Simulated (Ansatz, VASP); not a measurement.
# MgCd2O3 in VASP and in Ansatz

Contents of INCAR:

```
ALGO = Normal
EDIFF = 1E-7
EDIFFG = -0.08
ENCUT = 840
GGA = PE
GGA_COMPAT = False
IBRION = 2
ISIF = 3
ISMEAR = 0
LASPH = True
LCHARG = False
LREAL = False
LWAVE = False
NELM = 120
NELMIN = 4
NSW = 36
PREC = Accurate
SIGMA = 0.15
```

Contents of KPOINTS:

```
k-points
0
Gamma
  3 3 3
```

POSCAR

```
MgCd2O3
1.0
   -2.6111120900      2.6111120900      3.2359638500
    2.6111120900     -2.6111120900      3.2359638500
    2.6111120900      2.6111120900     -3.2359638500
Mg Cd O
1 2 3
Direct
    0.0000000000      0.0000000000      0.0000000000
    0.7500000000      0.2500000000      0.5000000000
    0.2500000000      0.7500000000      0.5000000000
    0.5000000000      0.0000000000      0.5000000000
    0.0000000000      0.5000000000      0.5000000000
    0.5000000000      0.5000000000      0.0000000000
```

Input for Ansatz:

```yaml
crystal:
  lattice:
    - [-2.61111209, 2.61111209, 3.23596385]
    - [2.61111209, -2.61111209, 3.23596385]
    - [2.61111209, 2.61111209, -3.23596385]
  atoms:
    - { symbol: Mg, position: [0.0, 0.0, 0.0] }
    - { symbol: Cd, position: [0.75, 0.25, 0.5] }
    - { symbol: Cd, position: [0.25, 0.75, 0.5] }
    - { symbol: O, position: [0.5, 0.0, 0.5] }
    - { symbol: O, position: [0.0, 0.5, 0.5] }
    - { symbol: O, position: [0.5, 0.5, 0.0] }
basis:
  ecutwfc: 420
kpoints:
  mp_grid: { grid: [3, 3, 3] }
hamiltonian:
  xc: pbe
scf:
  occupations: { method: gaussian, width: 0.15 }
  lower_state_search: "off"
output:
  forces: true
  stress: true
  eigenvalues: true
relax:
  adjacent_minimum: "off"
  f_tol: 0.08
  max_steps: 16
  cell: { stress_tol: 0.8 }
```

Alike in both runs: task relaxation of cell and atoms; functional PBE; k mesh 3 × 3 × 3; occupations gaussian, width 0.15 eV; no spin polarisation.

```csv
,VASP,Ansatz
version,VASP 6.6.1,Ansatz 0.2.0
potentials or method,"VASP PAW PBE potentials, release 64 (Mg_sv, Cd_sv_GW, O), cutoff 840 eV","scalar-relativistic, plane waves, PAW"
valence electrons in the cell,68,68
```

|  | VASP | Ansatz | Ansatz less VASP |
| --- | --- | --- | --- |
| gap on the k mesh at the Fermi level, each at its own relaxed structure (eV) | none | none | - |
| relaxed volume (Å³/atom) | 14.31 | 14.36 | +0.048 |
| relaxed length of the cell vector where the two differ most in proportion (Å) | 5.415 | 5.456 | +0.0403 |

A gap of «none» marks a metal or a gap that the smearing closes.

The k mesh is coarse, so the values compare programs but aren't converged.
